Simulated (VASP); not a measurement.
CuP6:

```xyz
7
Lattice="5.3402 0.0000 0.0000 0.0000 5.3402 0.0000 0.0000 0.0000 5.3402" Properties=species:S:1:pos:R:3 pbc="T T T"
Cu    0.0000    0.0000    0.0000
P     1.1214    2.6701    2.6701
P     2.6701    1.1214    2.6701
P     4.2187    2.6701    2.6701
P     2.6701    4.2187    2.6701
P     2.6701    2.6701    1.1214
P     2.6701    2.6701    4.2187
```

| Property | Result |
| --- | --- |
| Program | VASP 6.6.1 |
| Task | relaxation of cell and atoms |
| Functional | PBE |
| Potentials or basis | VASP PAW PBE potentials, release 64 (Cu, P) |
| Cutoff | 600 eV |
| k mesh | 4 × 4 × 4 |
| Occupations | gaussian, width 0.1 eV |
| Spin | no spin polarisation |

At the start: pressure 16.0 GPa; volume 21.76 Å³/atom.

Q: Where does the relaxation end?

A: Over 12 steps the energy falls by 300.1 meV/atom and the volume is 27.06 Å³/atom (+24.4 %); space group Pm-3m (No. 221, to 0.05 Å).

The path:
| step | energy change (eV) | largest force (eV/Å) | pressure (GPa) | volume (Å³) |
| --- | --- | --- | --- | --- |
| 1 | 0.0000 | 3.5893 | 16.00 | 152.29 |
| 2 | -1.9770 | 0.4628 | -2.52 | 205.38 |
| 3 | -2.0286 | 0.1807 | -0.25 | 184.49 |
| 4 | -2.0341 | 0.3076 | -0.75 | 187.63 |
| 5 | -2.0355 | 0.3716 | -1.11 | 189.94 |
| 6 | -2.0352 | 0.3477 | -0.98 | 189.00 |
| 7 | -2.0766 | 0.2368 | 0.20 | 185.20 |
| 8 | -2.0799 | 0.1537 | 0.71 | 183.93 |
| 9 | -2.0917 | 0.0804 | 0.83 | 185.49 |
| 10 | -2.0917 | 0.0892 | 0.78 | 185.56 |
| 11 | -2.1009 | 0.0431 | -0.09 | 189.75 |
| 12 | -2.1010 | 0.0319 | -0.02 | 189.39 |

Final structure:
```cif
data_structure
_symmetry_space_group_name_H-M 'P 1'
_symmetry_Int_Tables_number 1
_cell_length_a 5.7427
_cell_length_b 5.7427
_cell_length_c 5.7427
_cell_angle_alpha 90.000
_cell_angle_beta 90.000
_cell_angle_gamma 90.000
_cell_volume 189.39
loop_
_atom_site_label
_atom_site_type_symbol
_atom_site_fract_x
_atom_site_fract_y
_atom_site_fract_z
_atom_site_occupancy
Cu1 Cu 0.00000 0.00000 0.00000 1
P1 P 0.17907 0.50000 0.50000 1
P2 P 0.50000 0.17907 0.50000 1
P3 P 0.82093 0.50000 0.50000 1
P4 P 0.50000 0.82093 0.50000 1
P5 P 0.50000 0.50000 0.17907 1
P6 P 0.50000 0.50000 0.82093 1
```

Caveat: the volume moved by over 15 % at a fixed basis, so the end points are rough.
